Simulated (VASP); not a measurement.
# Be3TeSe2 (P-4m2) in VASP: a series of runs

Be3TeSe2 is run at these levels: PBE; tasks: single point.

All numbers are computed with VASP 6.6.1; they aren't measurements. Logs are shortened: lines on timing, memory, paths and dates and some standing lists are left out, and cuts for length are marked.

### 1 The cell of the first run

It takes space group P-4m2 (No. 115, tetragonal). The conventional cell has a = 3.785 Å, b = 3.785 Å, c = 15.979 Å, α = 90.00°, β = 90.00°, γ = 90.00°. Be (site symmetry 2mm) has 2 Se at 2.27 Å and 2 Te at 2.40 Å within 3.0 Å. Within 3.0 Å of Be (site symmetry 2mm) lie 4 Se at 2.27 Å. Be (site symmetry -4m2) has 4 Se at 2.27 Å within 3.0 Å. Be (site symmetry -4m2) has 4 Te at 2.40 Å within 3.2 Å. Te (site symmetry 2mm) has 4 Be at 2.40 Å within 3.2 Å. Se (site symmetry 2mm) has 4 Be at 2.27 Å within 3.0 Å. Se (site symmetry 2mm) has 4 Be at 2.27 Å within 3.0 Å.

### 2 Single point, PBE

File INCAR:

```
PREC = Accurate
ENCUT = 520
EDIFF = 1E-6
ISMEAR = 0
SIGMA = 0.02
LREAL = False
LASPH = True
NELM = 60
ALGO = Normal
ISIF = 2
LWAVE = False
LCHARG = False
GGA = PE
NBANDS = 36
```

File KPOINTS:

```
regular mesh
0
Gamma
  8 8 2
```

File POSCAR:

```
Be3TeSe2
1.0
    3.7850134532      0.0000000000      0.0000000000
    0.0000000000      3.7850134532      0.0000000000
    0.0000000000      0.0000000000     15.9786008092
Be Te Se
6 2 4
Direct
    0.5000000000      0.5000000000      0.1848687989
    0.0000000000      0.0000000000      0.3423607028
    0.5000000000      0.5000000000      0.5000000000
    0.0000000000      0.0000000000      0.6576392972
    0.5000000000      0.5000000000      0.8151312011
    0.0000000000      0.0000000000      0.0000000000
    0.0000000000      0.5000000000      0.0919987841
    0.5000000000      0.0000000000      0.9080012159
    0.5000000000      0.0000000000      0.2634041170
    0.0000000000      0.5000000000      0.4211536141
    0.5000000000      0.0000000000      0.5788463859
    0.0000000000      0.5000000000      0.7365958830
```

Potentials or basis: VASP PAW PBE potentials, release 64 (Be, Te, Se).

Launch:

```
cat potpaw_PBE.64/Be/POTCAR potpaw_PBE.64/Te/POTCAR potpaw_PBE.64/Se/POTCAR > POTCAR
mpirun -np 1 vasp_std > vasp.out
```

OUTCAR:

```text
PREC = Accurate
   ENCUT = 520
   EDIFF = 1E-6
   ISMEAR = 0
   LREAL = False
   LASPH = True
   NELM = 60
   ISIF = 2
   GGA = PE

 ion  position               nearest neighbor table
   1  0.500  0.500  0.185-   9 2.27   9 2.27   7 2.40   7 2.40
   2  0.000  0.000  0.342-  10 2.27  10 2.27   9 2.27   9 2.27
   3  0.500  0.500  0.500-  10 2.27  11 2.27  11 2.27  10 2.27
   4  0.000  0.000  0.658-  11 2.27  11 2.27  12 2.27  12 2.27
   5  0.500  0.500  0.815-  12 2.27  12 2.27   8 2.40   8 2.40
   6  0.000  0.000  0.000-   7 2.40   8 2.40   7 2.40   8 2.40
   7  0.000  0.500  0.092-   6 2.40   6 2.40   1 2.40   1 2.40
   8  0.500  0.000  0.908-   6 2.40   6 2.40   5 2.40   5 2.40
   9  0.500  0.000  0.263-   1 2.27   1 2.27   2 2.27   2 2.27
  10  0.000  0.500  0.421-   2 2.27   2 2.27   3 2.27   3 2.27
  11  0.500  0.000  0.579-   4 2.27   4 2.27   3 2.27   3 2.27
  12  0.000  0.500  0.737-   5 2.27   5 2.27   4 2.27   4 2.27

  LATTYP: Found a simple tetragonal cell.
 ALAT       =     3.7850134532
 C/A-ratio  =     4.2215439936

  Lattice vectors:

 A1 = (   3.7850134532,   0.0000000000,   0.0000000000)
 A2 = (   0.0000000000,   3.7850134532,   0.0000000000)
 A3 = (   0.0000000000,   0.0000000000,  15.9786008092)

Analysis of symmetry for initial positions (statically):
=====================================================================
 Subroutine PRICEL returns:
 Original cell was already a primitive cell.

 Routine SETGRP: Setting up the symmetry group for a
 simple tetragonal supercell.

 Subroutine GETGRP returns: Found  8 space group operations
 (whereof  8 operations were pure point group operations)
 out of a pool of 16 trial point group operations.

The static configuration has the point symmetry D_2d.

Analysis of symmetry for dynamics (positions and initial velocities):
=====================================================================
 Subroutine PRICEL returns:
 Original cell was already a primitive cell.

 Routine SETGRP: Setting up the symmetry group for a
 simple tetragonal supercell.

 Subroutine GETGRP returns: Found  8 space group operations
 (whereof  8 operations were pure point group operations)
 out of a pool of 16 trial point group operations.

The dynamic configuration has the point symmetry D_2d.

 Subroutine INISYM returns: Found  8 space group operations
 (whereof  8 operations are pure point group operations),
 and found     1 'primitive' translations

----------------------------------------------------------------------------------------

                                     Primitive cell

  volume of cell :     228.9147

  direct lattice vectors                    reciprocal lattice vectors
     3.785013453  0.000000000  0.000000000     0.264199854  0.000000000  0.000000000
     0.000000000  3.785013453  0.000000000     0.000000000  0.264199854  0.000000000
     0.000000000  0.000000000 15.978600809     0.000000000  0.000000000  0.062583703

  length of vectors
     3.785013453  3.785013453 15.978600809     0.264199854  0.264199854  0.062583703

  position of ions in fractional coordinates (direct lattice)
     0.500000000  0.500000000  0.184868799
     0.000000000  0.000000000  0.342360703
     0.500000000  0.500000000  0.500000000
     0.000000000  0.000000000  0.657639297
     0.500000000  0.500000000  0.815131201
     0.000000000  0.000000000  0.000000000
     0.000000000  0.500000000  0.091998784
     0.500000000  0.000000000  0.908001216
     0.500000000  0.000000000  0.263404117
     0.000000000  0.500000000  0.421153614
     0.500000000  0.000000000  0.578846386
     0.000000000  0.500000000  0.736595883

  ion indices of the primitive-cell ions
   primitive index   ion index
                 1           1
                 2           2
                 3           3
                 4           4
                 5           5
                 6           6
                 7           7
                 8           8
                 9           9
                10          10
                11          11
                12          12

----------------------------------------------------------------------------------------

 KPOINTS: regular mesh

Automatic generation of k-mesh.
 Grid dimensions read from file:
 generate k-points for:    8    8    2

 Generating k-lattice:

  Cartesian coordinates                     Fractional coordinates (reciprocal lattice)
     0.033024982  0.000000000  0.000000000     0.125000000  0.000000000  0.000000000
     0.000000000  0.033024982  0.000000000     0.000000000  0.125000000  0.000000000
     0.000000000  0.000000000  0.031291851     0.000000000  0.000000000  0.500000000

  Length of vectors
     0.033024982  0.033024982  0.031291851

  Shift w.r.t. Gamma in fractional coordinates (k-lattice)
     0.000000000  0.000000000  0.000000000

 Subroutine IBZKPT returns following result:
 ===========================================

 Found     30 irreducible k-points:

 Following reciprocal coordinates:
            Coordinates               Weight
  0.000000  0.000000  0.000000      1.000000
  0.125000  0.000000  0.000000      4.000000
  0.250000  0.000000  0.000000      4.000000
  0.375000  0.000000  0.000000      4.000000
  0.500000  0.000000  0.000000      2.000000
  0.125000  0.125000  0.000000      4.000000
[... 16 lines left out ...]
  0.375000  0.125000  0.500000      8.000000
  0.500000  0.125000  0.500000      4.000000
 [... further k-points ...]
   k-points           NKPTS =     30   k-points in BZ     NKDIM =     30   number of bands    NBANDS=     36
   number of dos      NEDOS =    301   number of ions     NIONS =     12
   total plane-waves  NPLWV =  94080
   dimension x,y,z NGX =    28 NGY =   28 NGZ =  120
   dimension x,y,z NGXF=    56 NGYF=   56 NGZF=  240
   ions per type =               6   2   4
   NGX,Y,Z   is equivalent  to a cutoff of  12.30, 12.30, 12.49 a.u.
   NGXF,Y,Z  is equivalent  to a cutoff of  24.60, 24.60, 24.97 a.u.
 SYSTEM =  unknown system
   PREC   = accura    normal or accurate (medium, high low for compatibility)
   ISTART =      0    job   : 0-new  1-cont  2-samecut
   ICHARG =      2    charge: 1-file 2-atom 10-const
   ISPIN  =      1    spin polarized calculation?
   LNONCOLLINEAR =      F non collinear calculations
   LSORBIT =      F    spin-orbit coupling
   LASPH  =      T    aspherical Exc in radial PAW
   ENCUT  =  520.0 eV  38.22 Ry    6.18 a.u.   7.04  7.04 29.71*2*pi/ulx,y,z
   NELM   =     60;   NELMIN=  2; NELMDL= -5     # of ELM steps
   EDIFF  = 0.1E-05   stopping-criterion for ELM
   LREAL  =      F    real-space projection
   EDIFFG = 0.1E-04   stopping-criterion for IOM
   NSW    =      0    number of steps for IOM
   IBRION =     -1    ionic relax: 0-MD 1-quasi-New 2-CG
   NFREE  =      0    steps in history (QN), initial steepest desc. (CG)
   ISIF   =      2    stress and relaxation
   ISYM   =      2    0-nonsym 1-usesym 2-fastsym
   POTIM  = 0.5000    time-step for ionic-motion
   TEBEG  =    0.0;   TEEND  =   0.0 temperature during run
   PSTRESS=    0.0 pullay stress
   NELECT =      48.0000    total number of electrons
   NUPDOWN=      -1.0000    fix difference up-down
   EMIN   =  10.00;   EMAX   =-10.00  energy-range for DOS
   EFERMI =   0.00;   METHOD = LEGACY
   ISMEAR =     0;   SIGMA  =   0.02  broadening in eV -4-tet -1-fermi 0-gaus
   EFERMI_NEDOS =   21; number of points for ismear=-14 and -15
   IALGO  =     38    algorithm
   IMIX   =      4    mixing-type and parameters
     AMIX     =   0.40;   BMIX     =  1.00
     AMIX_MAG =   1.60;   BMIX_MAG =  1.00
  volume/ion in A,a.u.               =      19.08       128.73
  Fermi-wavevector in a.u.,A,eV,Ry     =   0.972592  1.837932 12.870231  0.945935
  Thomas-Fermi vector in A             =   2.102903
   LORBIT       =      0    0 simple, 1 ext, 2 COOP (PROOUT), +10 PAW based schemes
   GGA     = PE    functional components
   LHFCALC =     F    Hartree Fock is set to
   AEXX    =    0.0000 exact exchange contribution
   IVDW    =     0    specifies the selected vdW correction
   LEPSILON=     F    determine dielectric tensor
   LRPA    =     F    only Hartree local field effects (RPA)
 non-spin polarized calculation
 Gauss-broadening in eV      SIGMA  =   0.02
  energy-cutoff  :      520.00
  volume of cell :      228.91
 maximum number of plane-waves:      6200
   NGX = 15   NGY = 15   NGZ = 59

 number of electron      48.0000003 magnetization

 Free energy of the ion-electron system (eV)
  ---------------------------------------------------
  ext. energy  EPLUGINS =         0.00000000
  ---------------------------------------------------
  free energy    TOTEN  =       -50.32447678 eV

  energy without entropy =      -50.32447678  energy(sigma->0) =      -50.32447678

 E-fermi :   4.3308     XC(G=0):  -9.2302

 val. band max:        4.2274948997   @ k =   0.0000   0.0000   0.0000
 cond. band min:       6.1870236096   @ k =   0.0000   0.0000   0.0000
 fundamental gap:      1.9595287099
 Fermi energy:         4.3307931342

 k-point     1 :       0.0000    0.0000    0.0000
  band No.  band energies     occupation
      1      -9.7917      2.00000
      2      -9.4463      2.00000
      3      -8.9676      2.00000
      4      -8.4229      2.00000
      5      -7.6599      2.00000
      6      -6.8026      2.00000
[... 28 lines left out ...]
     35       8.3900      0.00000
     36       8.4107      0.00000

 k-point     2 :       0.1250    0.0000    0.0000
  band No.  band energies     occupation
      1      -9.7051      2.00000
      2      -9.3727      2.00000
      3      -8.9141      2.00000
      4      -8.4091      2.00000
      5      -7.5695      2.00000
      6      -6.7477      2.00000
[... 28 lines left out ...]
     35       8.8438      0.00000
     36       9.0546      0.00000

 k-point     3 :       0.2500    0.0000    0.0000
  band No.  band energies     occupation
      1      -9.4614      2.00000
      2      -9.1738      2.00000
      3      -8.7877      2.00000
      4      -8.4057      2.00000
      5      -7.3174      2.00000
      6      -6.6217      2.00000
[... 28 lines left out ...]
     35       9.4852      0.00000
     36       9.6115      0.00000

 k-point     4 :       0.3750    0.0000    0.0000
  band No.  band energies     occupation
      1      -9.1133      2.00000
      2      -8.9196      2.00000
      3      -8.6866      2.00000
      4      -8.5021      2.00000
      5      -6.9707      2.00000
      6      -6.5449      2.00000
[... 28 lines left out ...]
     35       9.5362      0.00000
     36       9.9177      0.00000

 k-point     5 :       0.5000    0.0000    0.0000
  band No.  band energies     occupation
      1      -8.7574      2.00000
      2      -8.7564      2.00000
      3      -8.7235      2.00000
      4      -8.7223      2.00000
      5      -6.6635      2.00000
      6      -6.6608      2.00000
[... 655 lines left out ...]
 k-point    22 :       0.2500    0.1250    0.5000
  band No.  band energies     occupation
      1      -9.3807      2.00000
      2      -9.1114      2.00000
      3      -8.7304      2.00000
      4      -8.3896      2.00000
      5      -7.2222      2.00000
      6      -6.5556      2.00000
[... 28 lines left out ...]
     35       9.8498      0.00000
     36       9.9572      0.00000

 k-point    23 :       0.3750    0.1250    0.5000
  band No.  band energies     occupation
      1      -9.0437      2.00000
      2      -8.8616      2.00000
      3      -8.6369      2.00000
      4      -8.4677      2.00000
      5      -6.8758      2.00000
      6      -6.4661      2.00000
[... 28 lines left out ...]
     35       9.6305      0.00000
     36       9.7688      0.00000

 k-point    24 :       0.5000    0.1250    0.5000
  band No.  band energies     occupation
      1      -8.7041      2.00000
      2      -8.7031      2.00000
      3      -8.6719      2.00000
      4      -8.6709      2.00000
      5      -6.5732      2.00000
      6      -6.5708      2.00000
[... 28 lines left out ...]
     35       9.5818      0.00000
     36       9.5920      0.00000

 [... further k-points ...]

------------------------ aborting loop because EDIFF is reached ----------------------------------------

  FORCE on cell =-STRESS in cart. coord.  units (eV):
  Direction    XX          YY          ZZ          XY          YZ          ZX
  --------------------------------------------------------------------------------------
  -------------------------------------------------------------------------------------
  Total        0.2320289      0.2320289      0.2377759      0.0000000      0.0000000      0.0000000
  in kB        1.6239737      1.6239737      1.6641970      0.0000000      0.0000000      0.0000000
  external PRESSURE =       1.6373814 kB  Pullay stress =       0.0000000 kB

 VOLUME and BASIS-vectors are now :
 -----------------------------------------------------------------------------
  energy-cutoff  :      520.00
  volume of cell :      228.91
      direct lattice vectors                 reciprocal lattice vectors
     3.785013453  0.000000000  0.000000000     0.264199854  0.000000000  0.000000000
     0.000000000  3.785013453  0.000000000     0.000000000  0.264199854  0.000000000
     0.000000000  0.000000000 15.978600809     0.000000000  0.000000000  0.062583703

 POSITION                                       TOTAL-FORCE (eV/Angst)
 -----------------------------------------------------------------------------------
      1.89251      1.89251      2.95394        -0.000000      0.000000      0.007795
      0.00000      0.00000      5.47045         0.000000      0.000000     -0.000052
      1.89251      1.89251      7.98930        -0.000000      0.000000      0.000000
      0.00000      0.00000     10.50816        -0.000000      0.000000      0.000052
      1.89251      1.89251     13.02466        -0.000000     -0.000000     -0.007795
      0.00000      0.00000      0.00000         0.000000      0.000000      0.000000
      0.00000      1.89251      1.47001        -0.000000      0.000000     -0.001259
      1.89251      0.00000     14.50859        -0.000000      0.000000      0.001259
      1.89251      0.00000      4.20883        -0.000000      0.000000     -0.001115
      0.00000      1.89251      6.72945        -0.000000     -0.000000      0.000185
      1.89251      0.00000      9.24916        -0.000000      0.000000     -0.000185
      0.00000      1.89251     11.76977         0.000000     -0.000000      0.001115
 -----------------------------------------------------------------------------------
    total drift:                               -0.000000     -0.000000      0.000000

  FREE ENERGIE OF THE ION-ELECTRON SYSTEM (eV)
  ---------------------------------------------------
  free  energy   TOTEN  =       -50.3244767838 eV

  energy  without entropy=      -50.3244767838  energy(sigma->0) =      -50.32447678
```

Wall time 7.5 min (1 thread of Intel Xeon 8259CL, shared host); peak memory 0.4 GiB.

Results:

| Item | Value |
| --- | --- |
| Free energy | -50.3245 eV |
| Pressure | 0.2 GPa |
| Largest force | 0.008 eV/Å |
| Band gap on the k mesh | 1.96 eV |

Forces on the atoms (eV/Å):
```
Be   0.000  0.000  0.008
Be   0.000  0.000  0.000
Be   0.000  0.000  0.000
Be   0.000  0.000  0.000
Be   0.000  0.000 -0.008
Be   0.000  0.000  0.000
Te   0.000  0.000 -0.001
Te   0.000  0.000  0.001
Se   0.000  0.000 -0.001
Se   0.000  0.000  0.000
Se   0.000  0.000  0.000
Se   0.000  0.000  0.001
```

Caveat: spin-orbit coupling is left out, which moves the levels of the heavy elements.

### 3 Single point, PBE

File INCAR:

```
ALGO = Normal
EDIFF = 1E-6
ENCUT = 600
GGA = PE
GGA_COMPAT = False
ISIF = 2
ISMEAR = 0
LASPH = True
LCHARG = False
LREAL = False
LWAVE = False
NBANDS = 36
NELM = 120
PREC = Accurate
SIGMA = 0.1
```

File KPOINTS:

```
k-points
0
Gamma
  4 4 1
```

File POSCAR:

```
Be3TeSe2
1.0
    3.8220500712      0.0000000000      0.0000000000
    0.0000000000      3.8220500712      0.0000000000
    0.0000000000      0.0000000000     15.6866262072
Be Te Se
6 2 4
Direct
    0.5000000000      0.5000000000      0.1852463662
    0.0000000000      0.0000000000      0.3438476918
    0.5000000000      0.5000000000      0.5000000000
    0.0000000000      0.0000000000      0.6561523082
    0.5000000000      0.5000000000      0.8147536338
    0.0000000000      0.0000000000      0.0000000000
    0.0000000000      0.5000000000      0.0923066129
    0.5000000000      0.0000000000      0.9076933871
    0.5000000000      0.0000000000      0.2648217453
    0.0000000000      0.5000000000      0.4222000452
    0.5000000000      0.0000000000      0.5777999548
    0.0000000000      0.5000000000      0.7351782547
```

Potentials or basis: VASP PAW PBE potentials, release 64 (Be, Te, Se).

Launch:

```
cat potpaw_PBE.64/Be/POTCAR potpaw_PBE.64/Te/POTCAR potpaw_PBE.64/Se/POTCAR > POTCAR
mpirun -np 1 vasp_std > vasp.out
```

It took 37 s on 1 thread of Intel Xeon 6975P-C (Granite Rapids), shared host; peak memory 0.37 GiB.

The run converged. Its results:

* Free energy: -50.1711 eV
* Pressure: 0.2 GPa
* Largest force: 0.085 eV/Å
* Band gap on the k mesh: 1.95 eV

Forces in eV/Å, atoms in the order of the input:
```
Be   0.000  0.000  0.085
Be   0.000  0.000 -0.054
Be   0.000  0.000  0.000
Be   0.000  0.000  0.054
Be   0.000  0.000 -0.085
Be   0.000  0.000  0.000
Te   0.000  0.000  0.006
Te   0.000  0.000 -0.006
Se   0.000  0.000 -0.070
Se   0.000  0.000 -0.068
Se   0.000  0.000  0.068
Se   0.000  0.000  0.070
```

Stress tensor (GPa, compression positive):
```
-0.18  0.00  0.00
 0.00 -0.18  0.00
 0.00  0.00  1.00
```

Levels at points of the mesh, in eV from the valence-band top:
```csv
k point,band 22,band 23,band 24,band 25,band 26,band 27
"(0.00, 0.00, 0.00)",-0.20,0.00,0.00,1.95,2.41,2.73
"(0.50, 0.00, 0.00)",-1.60,-0.54,-0.54,3.48,3.55,3.69
"(0.50, 0.50, 0.00)",-2.73,-2.67,-2.67,2.22,2.22,3.31
```

Caveat: spin-orbit coupling is left out, which moves the levels of the heavy elements. A k mesh can miss the band edges.
